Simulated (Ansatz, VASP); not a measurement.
One calculation of BaTe, two programs

The input INCAR:

```
PREC     = Accurate       # precision mode
ENCUT    = 520            # plane-wave cutoff, eV
EDIFF    = 1E-7           # SCF threshold, eV
ISMEAR   = 0              # smearing method
SIGMA    = 0.02           # smearing width, eV
LREAL    = False          # projectors in reciprocal space
LASPH    = True           # aspherical terms in the spheres
NELM     = 80             # most SCF steps
ALGO     = Normal         # electronic algorithm
ISIF     = 2              # what is computed and relaxed
LWAVE    = False          # write WAVECAR
LCHARG   = False          # write CHGCAR
GGA      = PE             # functional
NBANDS   = 15             # bands
```

KPOINTS

```
Automatic mesh
0
Gamma
  8 8 8
```

File POSCAR:

```
BaTe
1.0
    0.0000000000      3.4965740822      3.4965740822
    3.4965740822      0.0000000000      3.4965740822
    3.4965740822      3.4965740822      0.0000000000
Ba Te
1 1
Direct
    0.0000000000      0.0000000000      0.0000000000
    0.5000000000      0.5000000000      0.5000000000
```

Input for Ansatz:

```yaml
crystal:
  lattice:
    - [0.0, 3.4965740822, 3.4965740822]
    - [3.4965740822, 0.0, 3.4965740822]
    - [3.4965740822, 3.4965740822, 0.0]
  atoms:
    - { symbol: Ba, position: [0.0, 0.0, 0.0] }
    - { symbol: Te, position: [0.5, 0.5, 0.5] }
basis:
  ecutwfc: 420
kpoints:
  mp_grid: { grid: [8, 8, 8] }
hamiltonian:
  xc: pbe
scf:
  occupations: { method: gaussian, width: 0.02 }
output:
  forces: true
  stress: true
  eigenvalues: true
  write_density: true
  write_potential: true
  elf: true
  volumetric_format: npy
```

Alike in both runs: task single point; functional PBE; k mesh 8 × 8 × 8; occupations gaussian, width 0.02 eV; no spin polarisation.

|  | VASP | Ansatz |
| --- | --- | --- |
| version | VASP 6.6.1 | Ansatz 0.2.0 |
| potentials or method | VASP PAW PBE potentials, release 64 (Ba_sv, Te), cutoff 520 eV | scalar-relativistic, plane waves, PAW |
| valence electrons in the cell | 16 | 26 |

VASP gave:

| Property | Result |
| --- | --- |
| gap on the k mesh at the Fermi level (eV) | 1.51 |
| least direct gap on the mesh (eV) | 1.90 |
| pressure (GPa) | 1.3 |

Problem. Estimate Ansatz's values.

Solution. gap on the k mesh at the Fermi level (eV): 1.60; least direct gap on the mesh (eV): 1.95; pressure (GPa): 0.9.

VASP's potentials hold 16 valence electrons a cell and Ansatz's 26, so a difference there can come from the potentials and not from the codes.

Spin-orbit coupling is off throughout.
